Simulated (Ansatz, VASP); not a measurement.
# Fe3CoGe4 in VASP and in Ansatz

Contents of INCAR:

```
PREC = Accurate ; ENCUT = 600
EDIFF = 1E-7 ; ISMEAR = 0
SIGMA = 0.1 ; LREAL = F
LASPH = T ; NELM = 200
ALGO = Normal ; ISIF = 3
LWAVE = F ; LCHARG = F
ISPIN = 2 ; MAGMOM = 4 4 4 3 0 0 0 0
LORBIT = 11 ; LMAXMIX = 4
GGA = PE ; IBRION = 2
NSW = 90 ; EDIFFG = -0.04
GGA_COMPAT = F ; NELMIN = 4
```

The input KPOINTS:

```
regular mesh
0
Gamma
  4 4 4
```

File POSCAR:

```
Fe3CoGe4
1.0
    3.5030929300      2.0225116400      2.8602634000
   -3.5030929300      2.0225116400      2.8602634000
    0.0000000000     -4.0450232900      2.8602634000
Fe Co Ge
3 1 4
Direct
    0.1350000000      0.8650000000      0.6350000000
    0.8650000000      0.6350000000      0.1350000000
    0.6350000000      0.1350000000      0.8650000000
    0.3650000000      0.3650000000      0.3650000000
    0.8420000000      0.1580000000      0.3420000000
    0.1580000000      0.3420000000      0.8420000000
    0.6580000000      0.6580000000      0.6580000000
    0.3420000000      0.8420000000      0.1580000000
```

Input for Ansatz:

```yaml
crystal:
  lattice:
    - [3.50309293, 2.02251164, 2.8602634]
    - [-3.50309293, 2.02251164, 2.8602634]
    - [0.0, -4.04502329, 2.8602634]
  atoms:
    - { symbol: Fe, position: [0.135, 0.865, 0.635], spin: 4.0 }
    - { symbol: Fe, position: [0.865, 0.635, 0.135], spin: 4.0 }
    - { symbol: Fe, position: [0.635, 0.135, 0.865], spin: 4.0 }
    - { symbol: Co, position: [0.365, 0.365, 0.365], spin: 3.0 }
    - { symbol: Ge, position: [0.842, 0.158, 0.342] }
    - { symbol: Ge, position: [0.158, 0.342, 0.842] }
    - { symbol: Ge, position: [0.658, 0.658, 0.658] }
    - { symbol: Ge, position: [0.342, 0.842, 0.158] }
basis:
  ecutwfc: 420
kpoints:
  mp_grid: { grid: [4, 4, 4] }
hamiltonian:
  xc: pbe
scf:
  occupations: { method: gaussian, width: 0.1 }
  lower_state_search: "off"
output:
  forces: true
  stress: true
  eigenvalues: true
  populations: true
magnetization:
  spin_polarized: true
relax:
  adjacent_minimum: "off"
  f_tol: 0.04
  max_steps: 70
  cell: { stress_tol: 0.4 }
```

Alike in both runs: task relaxation of cell and atoms; functional PBE; k mesh 4 × 4 × 4; occupations gaussian, width 0.1 eV; collinear spin.

```csv
,VASP,Ansatz
version,VASP 6.6.1,Ansatz 0.2.0
potentials or method,"VASP PAW PBE potentials, release 64 (Fe, Co, Ge_d), cutoff 600 eV","scalar-relativistic, plane waves, PAW"
valence electrons in the cell,89,121
```

Ansatz gave:

```
gap on the k mesh at the Fermi level, each at its own relaxed structure (eV) : none
net moment per atom (μB)                                                     : 0.40
size of the moment on the site where the two differ most (μB)                : 0.04
relaxed volume (Å³/atom)                                                     : 12.64
relaxed length of the cell vector where the two differ most in proportion (Å)              : 4.659
```

Q: What did VASP give for the same quantities?

A: gap on the k mesh at the Fermi level, each at its own relaxed structure (eV): none; net moment per atom (μB): 0.40; size of the moment on the site where the two differ most (μB): 0.07; relaxed volume (Å³/atom): 12.62; relaxed length of the cell vector where the two differ most in proportion (Å): 4.656.

Site moments also hang on the region over which each program counts them. A gap of «none» marks a metal or a gap that the smearing closes. VASP's potentials hold 89 valence electrons a cell and Ansatz's 121, so a difference there can come from the potentials and not from the codes.

Noted on VASP's run: the volume moved by over 15 % at a fixed basis, so the end points are rough.
